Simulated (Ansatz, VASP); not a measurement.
# K3AlO2 in VASP and in Ansatz

Contents of INCAR:

```
SYSTEM = K3AlO2
  PREC = Accurate
  ENCUT = 600
  EDIFF = 1E-6
  ISMEAR = 0
  SIGMA = 0.1
  LREAL = .False.
  LASPH = .True.
  NELM = 120
  ALGO = Normal
  ISIF = 2
  LWAVE = .False.
  LCHARG = .False.
  GGA = PE
  NBANDS = 30
  GGA_COMPAT = .False.
```

KPOINTS

```
regular mesh
0
Gamma
  6 6 2
  0 0 0
```

POSCAR

```
K3AlO2
1.0
    4.3253432600      0.0000000000      0.0000000000
   -2.1626716300      3.7458571400      0.0000000000
    0.0000000000      0.0000000000      8.6630266100
K Al O
3 1 2
Direct
    0.0000000000      0.0000000000      0.5000000000
    0.3333333300      0.6666666700      0.0000000000
    0.3333333300      0.6666666700      0.5000000000
    0.0000000000      0.0000000000      0.0000000000
    0.6666666700      0.3333333300      0.2376510100
    0.6666666700      0.3333333300      0.7623489900
```

Input for Ansatz:

```yaml
crystal:
  lattice:
    - [4.32534326, 0.0, 0.0]
    - [-2.16267163, 3.74585714, 0.0]
    - [0.0, 0.0, 8.66302661]
  atoms:
    - { symbol: K, position: [0.0, 0.0, 0.5] }
    - { symbol: K, position: [0.33333333, 0.66666667, 0.0] }
    - { symbol: K, position: [0.33333333, 0.66666667, 0.5] }
    - { symbol: Al, position: [0.0, 0.0, 0.0] }
    - { symbol: O, position: [0.66666667, 0.33333333, 0.23765101] }
    - { symbol: O, position: [0.66666667, 0.33333333, 0.76234899] }
basis:
  ecutwfc: 420
kpoints:
  mp_grid: { grid: [6, 6, 2] }
hamiltonian:
  xc: pbe
scf:
  occupations: { method: gaussian, width: 0.1 }
  lower_state_search: "off"
output:
  forces: true
  stress: true
  eigenvalues: true
```

Change from the starting cell: species swapped into the Ce2CoSi3 type (P-6m2, No. 187).

Alike in both runs: task single point; functional PBE; k mesh 6 × 6 × 2; occupations gaussian, width 0.1 eV; no spin polarisation.

|  | VASP | Ansatz |
| --- | --- | --- |
| version | VASP 6.6.1 | Ansatz 0.2.0 |
| potentials or method | VASP PAW PBE potentials, release 64 (K_sv, Al, O), cutoff 600 eV | scalar-relativistic, plane waves, PAW |
| valence electrons in the cell | 42 | 42 |

Ansatz gave:

```
gap on the k mesh at the Fermi level (eV)                     : 1.27
least direct gap on the mesh (eV)                             : 1.40
pressure (GPa)                                                : 3.2
traceless stress, the component that is largest in VASP (GPa) : -22.92
rms of the force components (eV/Å)                            : 0.134
```

Q: What did VASP give for the same quantities?

A: gap on the k mesh at the Fermi level (eV): 1.27; least direct gap on the mesh (eV): 1.39; pressure (GPa): 3.4; traceless stress, the component that is largest in VASP (GPa): -23.17; rms of the force components (eV/Å): 0.133.

Atom by atom the forces differ by 0.001 eV/Å (rms over components).
